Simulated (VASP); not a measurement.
Write the native input for VASP 6.6.1 that does the following.

```
Task                   : single point
Functional             : r2SCAN
Potentials or basis    : VASP PAW PBE potentials, release 64 (Pb_d)
Cutoff                 : 520 eV
k mesh                 : 9 × 9 × 5
Occupations            : fermi-dirac, width 0.05 eV
Spin                   : no spin polarisation
Dipole correction      : no
Further INCAR settings : ALGO = Normal; EDIFF = 1e-06; NBANDS = 21
```

Crystal: Pb.

```
Pb
1.0
     3.43297    0.00000    0.00000
    -1.71648    2.97304    0.00000
     0.00000    0.00000    5.51445
Pb
2
Direct
  0.66667 0.33333 0.75000
  0.33333 0.66667 0.25000
```

One way to write it, as run:

POSCAR

```
Pb
1.0
    3.4329672075      0.0000000000      0.0000000000
   -1.7164836037      2.9730368121      0.0000000000
    0.0000000000      0.0000000000      5.5144501982
Pb
2
Direct
    0.6666666667      0.3333333333      0.7500000000
    0.3333333333      0.6666666667      0.2500000000
```

INCAR.step1

```
  PREC = Accurate
  ENCUT = 520
  ISMEAR = -1
  SIGMA = 0.05
  LREAL = F
  LASPH = T
  NELM = 60
  NBANDS = 21
  GGA = PE
  ALGO = Normal
  EDIFF = 1E-4
  LWAVE = T
  LCHARG = F
```

INCAR.step2

```
  PREC = Accurate
  ENCUT = 520
  EDIFF = 1E-6
  ISMEAR = -1
  SIGMA = 0.05
  LREAL = F
  LASPH = T
  NELM = 60
  ALGO = Normal
  ISIF = 2
  LWAVE = F
  LCHARG = T
  METAGGA = R2SCAN
  LMIXTAU = T
  LELF = T
  LVHAR = T
  NBANDS = 21
  ISTART = 1
```

KPOINTS

```
regular mesh
0
Gamma
  9 9 5
```

Potentials or basis: VASP PAW PBE potentials, release 64 (Pb_d).

Run with:

```console
$ cat potpaw_PBE.64/Pb_d/POTCAR > POTCAR
$ cp INCAR.step1 INCAR
$ mpirun -np 1 vasp_std > vasp.out
$ cp INCAR.step2 INCAR
$ mpirun -np 1 vasp_std > vasp.out
```

Results of the run:

* Pressure: 5.5 GPa
* Band gap on the k mesh: zero (band 14 reaches 14.30 eV, above the bottom of band 15 at 5.89 eV)

Caveat: the PAW data sets were made with another functional, which shifts forces and pressure a little; spin-orbit coupling is left out, which moves the levels of the heavy elements.

Wall time 72 s on 1 thread of Intel(R) Xeon(R) 6975P-C (Granite Rapids), with other jobs on the host, peak memory 0.2 GiB.
